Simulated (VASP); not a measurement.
Input of a VASP 6.6.1 run:

INCAR

```
SYSTEM = Sc
  ALGO = Normal
  EDIFF = 1E-7
  ENCUT = 520
  GGA = PE
  ISIF = 2
  ISMEAR = 0
  LASPH = .TRUE.
  LCHARG = .TRUE.
  LELF = .TRUE.
  LREAL = .FALSE.
  LVHAR = .TRUE.
  LWAVE = .FALSE.
  NBANDS = 12
  NELM = 80
  PREC = Accurate
  SIGMA = 0.05
```

KPOINTS

```
k-points
0
G
  14 14 14
  0 0 0
```

POSCAR

```
Sc
1.0
    2.9608086268      0.0000000000      0.0000000000
    0.0000000000      2.9608086268      0.0000000000
    0.0000000000      0.0000000000      2.9608086268
Sc
1
Direct
    0.0000000000      0.0000000000      0.0000000000
```

Potentials or basis: VASP PAW PBE potentials, release 64 (Sc_sv).

Run with:

```console
$ cat potpaw_PBE.64/Sc_sv/POTCAR > POTCAR
$ mpirun -np 1 vasp_std > vasp.out
```

Predict the pressure.

0.0 GPa.

What does it give for the band gap on the k mesh?

Zero (an odd number of electrons rules out a gap without spin polarisation).
